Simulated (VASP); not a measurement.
# I (Fd-3m) in VASP: a series of runs, part 2 of 2

VASP 6.6.1. The steps go on from the part before.

### 4 Single point, LDA (26.89 Å³/atom)

This run uses another cell than the first one, of 26.89 Å³/atom.

Input file INCAR:

```
SYSTEM = I
PREC     = Accurate       ! precision mode
ENCUT    = 520            ! plane-wave cutoff, eV
EDIFF    = 1E-6           ! SCF threshold, eV
ISMEAR   = -1             ! smearing method
SIGMA    = 0.08           ! smearing width, eV
LREAL    = .False.        ! projectors in reciprocal space
LASPH    = .True.         ! aspherical terms in the spheres
NELM     = 60             ! most SCF steps
ALGO     = Normal         ! electronic algorithm
ISIF     = 2              ! what is computed and relaxed
LWAVE    = .False.        ! write WAVECAR
LCHARG   = .False.        ! write CHGCAR
NBANDS   = 14             ! bands
```

Input file KPOINTS:

```
regular mesh
0
Gamma
  11 11 11
  0 0 0
```

Input file POSCAR:

```
I
1.0
    0.0000000000      2.9958386182      2.9958386182
    2.9958386182      0.0000000000      2.9958386182
    2.9958386182      2.9958386182      0.0000000000
I
2
Direct
   -0.1250000000     -0.1250000000     -0.1250000000
    0.1250000000      0.1250000000      0.1250000000
```

Potentials or basis: VASP PAW LDA potentials, release 64 (I).

Launch:

```sh
cat potpaw_LDA.64/I/POTCAR > POTCAR
mpirun -np 1 vasp_std > vasp.out
```

OUTCAR:

```text
SYSTEM = I
   PREC = Accurate
   ENCUT = 520
   EDIFF = 1E-6
   ISMEAR = -1
   LREAL = .False.
   LASPH = .True.
   NELM = 60
   ISIF = 2

 ion  position               nearest neighbor table
   1  0.875  0.875  0.875-   2 2.59   2 2.59   2 2.59   2 2.59
   2  0.125  0.125  0.125-   1 2.59   1 2.59   1 2.59   1 2.59

  LATTYP: Found a face centered cubic cell.
 ALAT       =     5.9916772364

  Lattice vectors:

 A1 = (   0.0000000000,   2.9958386182,   2.9958386182)
 A2 = (   2.9958386182,   0.0000000000,   2.9958386182)
 A3 = (   2.9958386182,   2.9958386182,   0.0000000000)

Analysis of symmetry for initial positions (statically):
=====================================================================
 Subroutine PRICEL returns:
 Original cell was already a primitive cell.

 Routine SETGRP: Setting up the symmetry group for a
 face centered cubic supercell.

 Subroutine GETGRP returns: Found 48 space group operations
 (whereof 12 operations were pure point group operations)
 out of a pool of 48 trial point group operations.

The static configuration has the point symmetry D_3d.
 The point group associated with its full space group is O_h .

Analysis of symmetry for dynamics (positions and initial velocities):
=====================================================================
 Subroutine PRICEL returns:
 Original cell was already a primitive cell.

 Routine SETGRP: Setting up the symmetry group for a
 face centered cubic supercell.

 Subroutine GETGRP returns: Found 48 space group operations
 (whereof 12 operations were pure point group operations)
 out of a pool of 48 trial point group operations.

The dynamic configuration has the point symmetry D_3d.
 The point group associated with its full space group is O_h .

 Subroutine INISYM returns: Found 48 space group operations
 (whereof 12 operations are pure point group operations),
 and found     1 'primitive' translations

----------------------------------------------------------------------------------------

[... 116 lines left out ...]
   LORBIT       =      0    0 simple, 1 ext, 2 COOP (PROOUT), +10 PAW based schemes
   GGA     = CA    functional components
   LHFCALC =     F    Hartree Fock is set to
   AEXX    =    0.0000 exact exchange contribution
   IVDW    =     0    specifies the selected vdW correction
   LEPSILON=     F    determine dielectric tensor
   LRPA    =     F    only Hartree local field effects (RPA)
 non-spin polarized calculation
  energy-cutoff  :      520.00
  volume of cell :       53.78
 maximum number of plane-waves:      1462
   NGX = 15   NGY = 15   NGZ = 15

 number of electron      14.0000000 magnetization

 Free energy of the ion-electron system (eV)
  ---------------------------------------------------
  ext. energy  EPLUGINS =         0.00000000
  ---------------------------------------------------
  free energy    TOTEN  =         1.88734952 eV

  energy without entropy =        1.92129139  energy(sigma->0) =        1.90432045

 E-fermi :   9.6285     XC(G=0): -10.1820

 val. band max:        9.6211083368   @ k =  -0.2727   0.4545   0.1818
 cond. band min:       9.7330408917   @ k =   0.3636   0.0909   0.0000
 fundamental gap:      0.1119325548
 Fermi energy:         9.6284664081

 k-point     1 :       0.0000    0.0000    0.0000
  band No.  band energies     occupation
      1      -9.3711      2.00000
      2      -0.2135      2.00000
      3       3.2673      2.00000
      4       3.2673      2.00000
      5       3.2673      2.00000
      6       6.7113      2.00000
      7       6.7113      2.00000
      8       6.7113      2.00000
      9      12.1703      0.00000
     10      14.5247      0.00000
     11      14.5247      0.00000
     12      16.4201      0.00000
     13      16.4201      0.00000
     14      16.4201      0.00000
[... 377 lines left out ...]
      1      -8.5642      2.00000
      2      -3.0701      2.00000
      3       1.5966      2.00000
      4       2.6828      2.00000
      5       4.6472      2.00000
      6       7.6970      2.00000
      7       7.7679      2.00000
      8       8.9505      1.99958
      9      13.0918      0.00000
     10      14.3709      0.00000
     11      14.4070      0.00000
     12      17.1163      0.00000
     13      18.3712      0.00000
     14      18.7402      0.00000

 [... further k-points ...]
[... 5 lines left out ...]
  --------------------------------------------------------------------------------------
  -------------------------------------------------------------------------------------
  Total       17.2626842     17.2626842     17.2626842     -0.0000000      0.0000000      0.0000000
  in kB      514.3203011    514.3203011    514.3203011     -0.0000000      0.0000000      0.0000000
  external PRESSURE =     514.3203011 kB  Pullay stress =       0.0000000 kB

 VOLUME and BASIS-vectors are now :
 -----------------------------------------------------------------------------
  energy-cutoff  :      520.00
  volume of cell :       53.78
      direct lattice vectors                 reciprocal lattice vectors
     0.000000000  2.995838618  2.995838618    -0.166898176  0.166898176  0.166898176
     2.995838618  0.000000000  2.995838618     0.166898176 -0.166898176  0.166898176
     2.995838618  2.995838618  0.000000000     0.166898176  0.166898176 -0.166898176

 POSITION                                       TOTAL-FORCE (eV/Angst)
 -----------------------------------------------------------------------------------
      5.24272      5.24272      5.24272         0.000000     -0.000000     -0.000000
      0.74896      0.74896      0.74896        -0.000000      0.000000      0.000000
 -----------------------------------------------------------------------------------
    total drift:                                0.000000      0.000000     -0.000000

  FREE ENERGIE OF THE ION-ELECTRON SYSTEM (eV)
  ---------------------------------------------------
  free  energy   TOTEN  =         1.8873495209 eV

  energy  without entropy=        1.9212913859  energy(sigma->0) =        1.90432045
```

OSZICAR:

```text
N       E                     dE             d eps       ncg     rms          rms(c)
DAV:   1     0.697392150446E+02    0.69739E+02   -0.56479E+03  1568   0.842E+02
DAV:   2     0.585094180786E+01   -0.63888E+02   -0.58636E+02  2140   0.137E+02
DAV:   3     0.192920002646E+01   -0.39217E+01   -0.38928E+01  2000   0.377E+01
DAV:   4     0.185992532153E+01   -0.69275E-01   -0.69245E-01  2018   0.593E+00
DAV:   5     0.185853824259E+01   -0.13871E-02   -0.13871E-02  2030   0.776E-01    0.297E+01
DAV:   6     0.187800813321E+01    0.19470E-01   -0.45010E-03  1804   0.377E-01    0.179E+01
DAV:   7     0.188714308121E+01    0.91349E-02   -0.54148E-03  1772   0.398E-01    0.217E-01
DAV:   8     0.188734556230E+01    0.20248E-03   -0.39327E-04  1856   0.108E-01    0.774E-02
DAV:   9     0.188734947747E+01    0.39152E-05   -0.46237E-05  2022   0.333E-02    0.336E-02
DAV:  10     0.188734952095E+01    0.43474E-07   -0.22675E-06  1864   0.894E-03
   1 F= 0.18873495E+01 E0= 0.19043205E+01  d E =-.339419E-01
```

stdout:

```text
POSCAR found type information on POSCAR I
 POSCAR found :  1 types and       2 ions
 scaLAPACK will be used
 LDA part: xc-table for (Slater(with rela. corr.)+CA(PZ))
 , standard interpolation
 POSCAR, INCAR and KPOINTS ok, starting setup
 FFT: planning ... GRIDC
 FFT: planning ... GRID_SOFT
 FFT: planning ... GRID
 WAVECAR not read
 entering main loop
```

Run time: 16 s. Hardware: 1 thread of Intel Xeon Platinum 8124M at 3.00GHz (Skylake/Cascade Lake), shared host; peak memory 0.17 GiB.

Results:

```yaml
Free_energy: 1.8873 eV
Pressure: 51.4 GPa
Band_gap_on_the_k_mesh: zero (bands 7 and 8 overlap by 4.85 eV)
```

Caveat: the cell stands under pressure; spin-orbit coupling is left out, which moves the levels of the heavy elements.

### 5 Single point, LDA (26.89 Å³/atom)

This run uses another cell than the first one, of 26.89 Å³/atom.

Input file INCAR:

```
  ALGO = Normal
  EDIFF = 1E-7
  ENCUT = 520
  ISIF = 2
  ISMEAR = -1
  LASPH = T
  LCHARG = T
  LELF = T
  LREAL = F
  LVHAR = T
  LWAVE = F
  NBANDS = 14
  NELM = 100
  PREC = Accurate
  SIGMA = 0.08
```

Input file KPOINTS:

```
k-points
0
Gamma
  11 11 11
```

POSCAR is that of step 4.

Launch:

```sh
cat potpaw_LDA.64/I/POTCAR > POTCAR
mpirun -np 1 vasp_std > vasp.out
```

It took 20 s on 1 thread of Intel Xeon Platinum 8124M at 3.00GHz (Skylake/Cascade Lake), shared host; peak memory 0.17 GiB.

The run converged. Its results:

```
Free energy            : 1.8873 eV
Pressure               : 51.4 GPa
Band gap on the k mesh : zero (bands 7 and 8 overlap by 4.85 eV)
```

Levels at points of the mesh, in eV from the Fermi level:
| k point | band 3 | band 4 | band 5 | band 6 | band 7 | band 8 | band 9 | band 10 | band 11 | band 12 |
| --- | --- | --- | --- | --- | --- | --- | --- | --- | --- | --- |
| (0.00, 0.00, 0.00) | -6.36 | -6.36 | -6.36 | -2.92 | -2.92 | -2.92 | 2.54 | 4.90 | 4.90 | 6.79 |

Caveat: the cell stands under pressure; spin-orbit coupling is left out, which moves the levels of the heavy elements.

### 6 Single point, LDA (32.27 Å³/atom)

This run uses another cell than the first one, of 32.27 Å³/atom.

Input file INCAR:

```
SYSTEM = I
PREC = Accurate
ENCUT = 520
EDIFF = 1E-6
ISMEAR = -1
SIGMA = 0.08
LREAL = .FALSE.
LASPH = .TRUE.
NELM = 60
ALGO = Normal
ISIF = 2
LWAVE = .FALSE.
LCHARG = .FALSE.
NBANDS = 14
```

Input file KPOINTS:

```
Automatic mesh
0
G
  11 11 11
  0 0 0
```

Input file POSCAR:

```
I
1.0
    0.0000000000      3.1835535796      3.1835535796
    3.1835535796      0.0000000000      3.1835535796
    3.1835535796      3.1835535796      0.0000000000
I
2
Direct
   -0.1250000000     -0.1250000000     -0.1250000000
    0.1250000000      0.1250000000      0.1250000000
```

Potentials or basis: VASP PAW LDA potentials, release 64 (I).

Launch:

```sh
cat potpaw_LDA.64/I/POTCAR > POTCAR
mpirun -np 1 vasp_std > vasp.out
```

OUTCAR:

```text
SYSTEM = I
   PREC = Accurate
   ENCUT = 520
   EDIFF = 1E-6
   ISMEAR = -1
   LREAL = .FALSE.
   LASPH = .TRUE.
   NELM = 60
   ISIF = 2

 ion  position               nearest neighbor table
   1  0.875  0.875  0.875-   2 2.76   2 2.76   2 2.76   2 2.76
   2  0.125  0.125  0.125-   1 2.76   1 2.76   1 2.76   1 2.76

  LATTYP: Found a face centered cubic cell.
 ALAT       =     6.3671071592

  Lattice vectors:

 A1 = (   0.0000000000,   3.1835535796,   3.1835535796)
 A2 = (   3.1835535796,   0.0000000000,   3.1835535796)
 A3 = (   3.1835535796,   3.1835535796,   0.0000000000)

Analysis of symmetry for initial positions (statically):
=====================================================================
 Subroutine PRICEL returns:
 Original cell was already a primitive cell.

 Routine SETGRP: Setting up the symmetry group for a
 face centered cubic supercell.

 Subroutine GETGRP returns: Found 48 space group operations
 (whereof 12 operations were pure point group operations)
 out of a pool of 48 trial point group operations.

The static configuration has the point symmetry D_3d.
 The point group associated with its full space group is O_h .

[... 169 lines left out ...]
  band No.  band energies     occupation
      1     -10.2216      2.00000
      2      -3.5366      2.00000
      3       1.5518      2.00000
      4       1.5518      2.00000
      5       1.5518      2.00000
      6       4.6146      2.00000
      7       4.6146      2.00000
      8       4.6146      2.00000
      9       9.8729      0.00000
     10      12.2801      0.00000
     11      12.2801      0.00000
     12      14.1057      0.00000
     13      14.1057      0.00000
     14      14.1057      0.00000
[... 377 lines left out ...]
      1      -9.5804      2.00000
      2      -5.3135      2.00000
      3       0.2460      2.00000
      4       1.0849      2.00000
      5       2.3283      2.00000
      6       5.3658      2.00000
      7       5.4150      2.00000
      8       6.3989      1.99917
      9      11.0739      0.00000
     10      11.7427      0.00000
     11      12.0515      0.00000
     12      14.6858      0.00000
     13      15.5666      0.00000
     14      15.9516      0.00000

 [... further k-points ...]
[... 5 lines left out ...]
  --------------------------------------------------------------------------------------
  -------------------------------------------------------------------------------------
  Total       10.3894007     10.3894007     10.3894007      0.0000000      0.0000000     -0.0000000
  in kB      257.9494424    257.9494424    257.9494424      0.0000000      0.0000000     -0.0000000
  external PRESSURE =     257.9494424 kB  Pullay stress =       0.0000000 kB

 VOLUME and BASIS-vectors are now :
 -----------------------------------------------------------------------------
  energy-cutoff  :      520.00
  volume of cell :       64.53
      direct lattice vectors                 reciprocal lattice vectors
     0.000000000  3.183553580  3.183553580    -0.157057196  0.157057196  0.157057196
     3.183553580  0.000000000  3.183553580     0.157057196 -0.157057196  0.157057196
     3.183553580  3.183553580  0.000000000     0.157057196  0.157057196 -0.157057196

 POSITION                                       TOTAL-FORCE (eV/Angst)
 -----------------------------------------------------------------------------------
      5.57122      5.57122      5.57122         0.000000      0.000000      0.000000
      0.79589      0.79589      0.79589        -0.000000     -0.000000     -0.000000
 -----------------------------------------------------------------------------------
    total drift:                               -0.000000      0.000000      0.000000

  FREE ENERGIE OF THE ION-ELECTRON SYSTEM (eV)
  ---------------------------------------------------
  free  energy   TOTEN  =        -0.5993583857 eV

  energy  without entropy=       -0.5539459115  energy(sigma->0) =       -0.57665215
```

OSZICAR:

```text
N       E                     dE             d eps       ncg     rms          rms(c)
DAV:   1     0.700492576030E+02    0.70049E+02   -0.54192E+03  1568   0.824E+02
DAV:   2     0.388620023134E+01   -0.66163E+02   -0.61087E+02  2142   0.133E+02
DAV:   3    -0.520078417942E+00   -0.44063E+01   -0.43631E+01  1982   0.391E+01
DAV:   4    -0.607206519923E+00   -0.87128E-01   -0.87106E-01  2134   0.641E+00
DAV:   5    -0.608459018119E+00   -0.12525E-02   -0.12525E-02  2010   0.686E-01    0.210E+01
DAV:   6    -0.602112627068E+00    0.63464E-02   -0.25136E-03  1920   0.270E-01    0.126E+01
DAV:   7    -0.599453481603E+00    0.26591E-02   -0.28772E-03  1826   0.268E-01    0.159E-01
DAV:   8    -0.599361995168E+00    0.91486E-04   -0.17071E-04  1856   0.709E-02    0.566E-02
DAV:   9    -0.599358765699E+00    0.32295E-05   -0.29234E-05  1958   0.256E-02    0.251E-02
DAV:  10    -0.599358385709E+00    0.37999E-06   -0.18154E-06  1540   0.768E-03
   1 F= -.59935839E+00 E0= -.57665215E+00  d E =-.454125E-01
```

Run time: 25 s. Hardware: 1 thread of Intel Xeon Platinum 8124M at 3.00GHz (Skylake/Cascade Lake), shared host; peak memory 0.19 GiB.

Results:

```
Free energy            : -0.5994 eV
Pressure               : 25.8 GPa
Band gap on the k mesh : zero (bands 7 and 8 overlap by 3.69 eV)
```

Levels at points of the mesh, in eV from the Fermi level:
```
           k point  band 3  band 4  band 5  band 6  band 7  band 8  band 9  band 10  band 11  band 12
(0.00, 0.00, 0.00)   -5.47   -5.47   -5.47   -2.41   -2.41   -2.41    2.85     5.26     5.26     7.08
```

Caveat: the cell stands under pressure; spin-orbit coupling is left out, which moves the levels of the heavy elements.

### 7 Summary

```tsv
cell	gap on the mesh (eV)	pressure (GPa)
a = 3.933 Å, angles 60.0°, 2 atoms	none	111.3
a = 4.237 Å, angles 60.0°, 2 atoms	none	51.4
a = 4.502 Å, angles 60.0°, 2 atoms	none	25.8
```

Alike in all rows: task single point; level LDA; potentials or basis VASP PAW LDA potentials, release 64 (I); no spin polarisation; k mesh 11 × 11 × 11; cutoff (eV) 520; smearing fermi-dirac 0.08 eV.

Caveats: the cell stands under pressure; spin-orbit coupling is left out, which moves the levels of the heavy elements.

Absolute energies hang on the potentials; compare differences alone.
